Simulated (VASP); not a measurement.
Here is a VASP 6.6.1 calculation.

The input INCAR:

```
PREC = Accurate
ENCUT = 520
EDIFF = 1E-8
ISMEAR = -1
SIGMA = 0.03
LREAL = False
LASPH = True
NELM = 60
ALGO = Normal
ISIF = 2
LWAVE = False
LCHARG = False
LEFG = True
NBANDS = 35
```

The input KPOINTS:

```
Automatic mesh
0
Gamma
  4 4 6
```

File POSCAR:

```
SnO2
1.0
    4.7373500000      0.0000000000      0.0000000000
    0.0000000000      4.7373500000      0.0000000000
    0.0000000000      0.0000000000      3.2501280000
Sn O
2 4
Direct
    0.0000000000      0.0000000000      0.0000000000
    0.5000000000      0.5000000000      0.5000000000
    0.3056200000      0.3056200000      0.0000000000
    0.1943800000      0.8056200000      0.5000000000
    0.6943800000      0.6943800000      0.0000000000
    0.8056200000      0.1943800000      0.5000000000
```

Potentials or basis: VASP PAW LDA potentials, release 64 (Sn_d, O).

Run with:

```sh
$ cat potpaw_LDA.64/Sn_d/POTCAR potpaw_LDA.64/O/POTCAR > POTCAR
$ mpirun -np 1 vasp_std > vasp.out
```

Question: Estimate the band gap on the k mesh.

Answer: 0.85 eV, direct.

Question: Estimate the largest force.

Answer: 0.172 eV/Å.

Stress tensor (GPa, compression positive):
```
-3.26  0.00  0.00
 0.00 -3.26  0.00
 0.00  0.00 -7.66
```

Caveat: the cell differs from its parent crystal (zz strain of +2 %); without QUAD_EFG the Cq values of the log hold for a quadrupole moment of 1 mb, not for the nuclei; spin-orbit coupling is left out, which moves the levels of the heavy elements.
